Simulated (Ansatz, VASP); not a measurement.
# Sn3As in VASP and in Ansatz

INCAR

```
ALGO     = Fast           # electronic algorithm
EDIFF    = 1E-7           # SCF threshold, eV
ENCUT    = 520            # plane-wave cutoff, eV
GGA      = PE             # functional
ISIF     = 2              # what is computed and relaxed
ISMEAR   = 0              # smearing method
LASPH    = T              # aspherical terms in the spheres
LCHARG   = F              # write CHGCAR
LREAL    = F              # projectors in reciprocal space
LWAVE    = F              # write WAVECAR
NBANDS   = 32             # bands
NELM     = 60             # most SCF steps
PREC     = Accurate       # precision mode
SIGMA    = 0.1            # smearing width, eV
```

Contents of KPOINTS:

```
k-points
0
Gamma
  6 6 4
```

Contents of POSCAR:

```
Sn3As
1.0
    5.1274843900      0.0000000000      0.0000000000
   -2.5637422000      4.4405317400      0.0000000000
    0.0000000000      0.0000000000      5.7856471200
Sn As
3 1
Direct
    0.3333333300      0.6666666700      0.0000000000
    0.6666666700      0.3333333300      0.0000000000
    0.0000000000      0.0000000000      0.5000000000
    0.0000000000      0.0000000000      0.0000000000
```

Input for Ansatz:

```yaml
crystal:
  lattice:
    - [5.12748439, 0.0, 0.0]
    - [-2.5637422, 4.44053174, 0.0]
    - [0.0, 0.0, 5.78564712]
  atoms:
    - { symbol: Sn, position: [0.33333333, 0.66666667, 0.0] }
    - { symbol: Sn, position: [0.66666667, 0.33333333, 0.0] }
    - { symbol: Sn, position: [0.0, 0.0, 0.5] }
    - { symbol: As, position: [0.0, 0.0, 0.0] }
basis:
  ecutwfc: 420
kpoints:
  mp_grid: { grid: [6, 6, 4] }
hamiltonian:
  xc: pbe
scf:
  occupations: { method: gaussian, width: 0.1 }
  lower_state_search: "off"
output:
  forces: true
  stress: true
  eigenvalues: true
```

Alike in both runs: task single point; functional PBE; k mesh 6 × 6 × 4; occupations gaussian, width 0.1 eV; no spin polarisation.

|  | VASP | Ansatz |
| --- | --- | --- |
| version | VASP 6.6.1 | Ansatz 0.2.0 |
| potentials or method | VASP PAW PBE potentials, release 64 (Sn_d, As), cutoff 520 eV | scalar-relativistic, plane waves, PAW |
| valence electrons in the cell | 47 | 57 |

|  | VASP | Ansatz | Ansatz less VASP |
| --- | --- | --- | --- |
| gap on the k mesh at the Fermi level (eV) | none | none | - |
| pressure (GPa) | 2.4 | 2.4 | +0.01 |
| traceless stress, the component that is largest in VASP (GPa) | -4.83 | -4.81 | +0.020 |

A gap of «none» marks a metal or a gap that the smearing closes. VASP's potentials hold 47 valence electrons a cell and Ansatz's 57, so a difference there can come from the potentials and not from the codes.
